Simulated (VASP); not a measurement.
# Ho2O: single point with PBE

Ho2O:

```
Ho O
1.0
     6.61804    0.00000    0.00000
    -3.30902    5.73140    0.00000
     0.00000    0.00000    3.06286
Ho O
4 2
Direct
  0.50000 0.50000 0.00000
  0.00000 0.00000 0.50000
  0.00000 0.50000 0.00000
  0.50000 0.00000 0.00000
  0.33333 0.66667 0.50000
  0.66667 0.33333 0.50000
```

The cell was built from a structure type or drawn by symmetry, and may not be a known phase.

```json
{"Program": "VASP 6.6.1", "Task": "single point", "Functional": "PBE", "Potentials or basis": "VASP PAW PBE potentials, release 64 (Ho_3, O), 4f in core", "Cutoff": "600 eV", "k mesh": "4 × 4 × 4", "Occupations": "gaussian, width 0.2 eV", "Spin": "no spin polarisation"}
```

- Pressure: 0.9 GPa
- Band gap on the k mesh: zero (bands 24 and 25 overlap by 0.69 eV)

Stress tensor (GPa, compression positive):
```
1.17 0.00 0.00
0.00 1.17 0.00
0.00 0.00 0.39
```

Levels at points of the mesh, in eV from the Fermi level:
| k point | band 20 | band 21 | band 22 | band 23 | band 24 | band 25 | band 26 | band 27 | band 28 | band 29 |
| --- | --- | --- | --- | --- | --- | --- | --- | --- | --- | --- |
| (0.00, 0.00, 0.00) | -4.65 | -4.16 | -1.50 | -1.01 | -1.01 | 0.00 | 0.00 | 0.02 | 1.31 | 1.31 |
| (0.50, 0.00, 0.00) | -4.57 | -3.20 | -1.88 | -0.89 | -0.83 | -0.25 | 0.35 | 0.38 | 0.46 | 0.76 |
| (0.00, 0.00, 0.50) | -4.65 | -0.88 | -0.33 | -0.33 | -0.33 | -0.33 | 0.06 | 0.06 | 0.27 | 1.71 |
| (0.50, 0.00, 0.50) | -4.92 | -1.83 | -1.23 | -1.05 | 0.01 | 0.28 | 0.51 | 1.18 | 1.53 | 2.09 |

It took 49 s on 1 thread of Intel(R) Xeon(R) Platinum 8488C (Sapphire Rapids) (shared host), peak memory 0.26 GiB.

Caveat: the k points lie up to 0.51 Å⁻¹ apart, too coarse for converged energies and pressures of a metal; spin-orbit coupling is left out, which moves the levels of the heavy elements; the 4f electrons are frozen in the core, so they carry no moment and show no levels; the run has no spin polarisation, though such a crystal can be magnetic. With open d or f shells a metallic result of PBE can be an artefact of self-interaction; +U or a hybrid may open a gap.
